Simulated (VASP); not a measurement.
Write the native input for VASP 6.6.1 that does the following.

- Task: single point
- Functional: PBEsol
- Potentials or basis: VASP PAW PBE potentials, release 64 (Mg, O)
- Cutoff: 520 eV
- k mesh: 12 × 12 × 12
- Occupations: gaussian, width 0.05 eV
- Spin: no spin polarisation
- Dipole correction: no
- Further INCAR settings: ALGO = Normal; EDIFF = 1e-06; NBANDS = 14

The structure of MgO2 lies in POSCAR:

```
MgO2
1.0
    1.5838234698      0.9144209066      3.4573706250
   -1.5838234698      0.9144209066      3.4573706250
    0.0000000000     -1.8288418132      3.4573706250
Mg O
1 2
Direct
    0.0000000000      0.0000000000      0.0000000000
    0.4291433728      0.4291433728      0.4291433728
    0.5708566272      0.5708566272      0.5708566272
```

The input as run:

INCAR

```
SYSTEM = MgO2
  ALGO = Normal
  EDIFF = 1E-6
  ENCUT = 520
  GGA = PS
  ISIF = 2
  ISMEAR = 0
  LASPH = .True.
  LCHARG = .True.
  LELF = .True.
  LREAL = .False.
  LVHAR = .True.
  LWAVE = .False.
  NBANDS = 14
  NELM = 80
  PREC = Accurate
  SIGMA = 0.05
```

KPOINTS

```
k-points
0
Gamma
  12 12 12
  0 0 0
```

Potentials or basis: VASP PAW PBE potentials, release 64 (Mg, O).

Command:

```console
$ cat potpaw_PBE.64/Mg/POTCAR potpaw_PBE.64/O/POTCAR > POTCAR
$ mpirun -np 1 vasp_std > vasp.out
```

It gave:

| Quantity | Value |
| --- | --- |
| Pressure | -0.1 GPa |
| Largest force | 0.205 eV/Å |
| Band gap on the k mesh | 2.45 eV, direct |

Caveat: the PAW data sets were made with another functional, which shifts forces and pressure a little.

It took 2.9 min on 1 thread of Intel(R) Xeon(R) Platinum 8175M CPU @ 2.50GHz (Skylake/Cascade Lake), on a shared host, peak memory 0.22 GiB.
